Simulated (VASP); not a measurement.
Crystal: CaScB2.

```
Ca Sc B
1.0
     4.36239    0.00000    0.00000
     0.00000    4.36239    0.00000
     0.00000    0.00000    3.13765
Ca Sc B
1 1 2
Direct
  0.50000 0.50000 0.50000
  0.00000 0.00000 0.50000
  0.00000 0.50000 0.00000
  0.50000 0.00000 0.00000
```

- Program: VASP 6.6.1
- Task: relaxation of cell and atoms
- Functional: PBE
- Potentials or basis: VASP PAW PBE potentials, release 64 (Ca_sv, Sc_sv, B)
- Cutoff: 600 eV
- k mesh: 10 × 10 × 14
- Occupations: gaussian, width 0.1 eV
- Spin: no spin polarisation

At the start: pressure 0.1 GPa; volume 14.93 Å³/atom.

How do energy, volume and symmetry change on relaxing?

Over 7 steps the energy falls by 3.6 meV/atom; space group P4/mmm (No. 123, to 0.05 Å).

Step by step:
| step | energy change (eV) | largest force (eV/Å) | pressure (GPa) | volume (Å³) |
| --- | --- | --- | --- | --- |
| 1 | 0.0000 | 0.0000 | 0.08 | 59.71 |
| 2 | -0.0089 | 0.0000 | -0.05 | 59.77 |
| 3 | -0.0143 | 0.0000 | -0.19 | 59.84 |
| 4 | -0.0144 | 0.0000 | -0.20 | 59.85 |
| 5 | -0.0144 | 0.0000 | -0.21 | 59.85 |
| 6 | -0.0145 | 0.0000 | 0.11 | 59.63 |
| 7 | -0.0145 | 0.0000 | 0.02 | 59.71 |

Final structure:
```yaml
crystal:
  lattice:
    - [4.41665, 0.00000, 0.00000]
    - [0.00000, 4.41665, 0.00000]
    - [0.00000, 0.00000, 3.06120]
  atoms:
    - { symbol: Ca, position: [0.50000, 0.50000, 0.50000] }
    - { symbol: Sc, position: [0.00000, 0.00000, 0.50000] }
    - { symbol: B, position: [0.00000, 0.50000, 0.00000] }
    - { symbol: B, position: [0.50000, 0.00000, 0.00000] }
```
